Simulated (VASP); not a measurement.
Input of a VASP 6.6.1 run:

INCAR

```
SYSTEM = AlRu
PREC = Accurate
ENCUT = 500
EDIFF = 1E-6
ISMEAR = -1
SIGMA = 0.05
LREAL = .False.
LASPH = .True.
NELM = 120
ALGO = Normal
ISIF = 2
LWAVE = .False.
LCHARG = .True.
LELF = .True.
LVHAR = .True.
NBANDS = 16
GGA_COMPAT = .False.
```

Contents of KPOINTS:

```
Automatic mesh
0
Gamma
  16 16 16
  0 0 0
```

Contents of POSCAR:

```
AlRu
1.0
    2.9336207286      0.0000000000      0.0000000000
    0.0000000000      2.9336207286      0.0000000000
    0.0000000000      0.0000000000      2.9336207286
Al Ru
1 1
Direct
    0.0000000000      0.0000000000      0.0000000000
    0.5000000000      0.5000000000      0.5000000000
```

Potentials or basis: VASP PAW LDA potentials, release 64 (Al, Ru_pv).

The run is started by

```console
$ cat potpaw_LDA.64/Al/POTCAR potpaw_LDA.64/Ru_pv/POTCAR > POTCAR
$ mpirun -np 1 vasp_std > vasp.out
```

What does it give for the pressure?

5.7 GPa.
